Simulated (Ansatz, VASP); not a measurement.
Pt: VASP beside Ansatz

INCAR

```
SYSTEM = Pt
PREC = Accurate ; ENCUT = 600
EDIFF = 1E-6 ; ISMEAR = -1
SIGMA = 0.05 ; LREAL = .False.
LASPH = .True. ; NELM = 100
ALGO = Normal ; ISIF = 3
LWAVE = .False. ; LCHARG = .False.
GGA = B5 ; ALDAX = 1.0
AGGAX = 1.0 ; AGGAC = 1.0
ALDAC = 0.0 ; IBRION = 2
NSW = 60 ; EDIFFG = -0.01
```

KPOINTS

```
Automatic mesh
0
Gamma
  12 12 12
  0 0 0
```

Contents of POSCAR:

```
Pt
1.0
   -1.5842200000      1.5842200000      1.5842200000
    1.5842200000     -1.5842200000      1.5842200000
    1.5842200000      1.5842200000     -1.5842200000
Pt
1
Direct
    0.0000000000      0.0000000000      0.0000000000
```

input.yaml

```yaml
crystal:
  lattice:
    - [-1.58422, 1.58422, 1.58422]
    - [1.58422, -1.58422, 1.58422]
    - [1.58422, 1.58422, -1.58422]
  atoms:
    - { symbol: Pt, position: [0.0, 0.0, 0.0] }
hamiltonian:
  xc: blyp
  pseudopotentials: { kind: paw }
kpoints:
  mp_grid: { grid: [12, 12, 12] }
scf:
  occupations: { method: fermi_dirac, width: 0.05 }
output:
  forces: true
  stress: true
  eigenvalues: true
relax:
  f_tol: 0.01
  max_steps: 40
  cell: { stress_tol: 0.05 }
```

Alike in both runs: task relaxation of cell and atoms; functional BLYP; k mesh 12 × 12 × 12; occupations fermi-dirac, width 0.05 eV; no spin polarisation.

```csv
,VASP,Ansatz
version,VASP 6.6.1,Ansatz 0.2.0
potentials or method,"VASP PAW PBE potentials, release 64 (Pt)",Ansatz PAW
plane-wave cutoff (eV),600,420
valence electrons in the cell,10,18
```

```tsv
	VASP	Ansatz	Ansatz less VASP
gap on the k mesh at the Fermi level, each at its own relaxed structure (eV)	none	none	-
relaxed volume (Å³/atom)	16.90	16.81	-0.091
relaxed cell length with the largest relative difference (Å)	2.800	2.795	-0.0050
```

VASP's potentials were made for PBE, not for BLYP. A gap of «none» marks a metal or a gap that the smearing closes. VASP's potentials hold 10 valence electrons a cell and Ansatz's 18, so a difference there can come from the potentials and not from the codes.

Spin-orbit coupling is off throughout. Noted on Ansatz's run: the plane-wave basis is chosen anew once the cell has moved, so the energies of steps on either side of that aren't comparable.
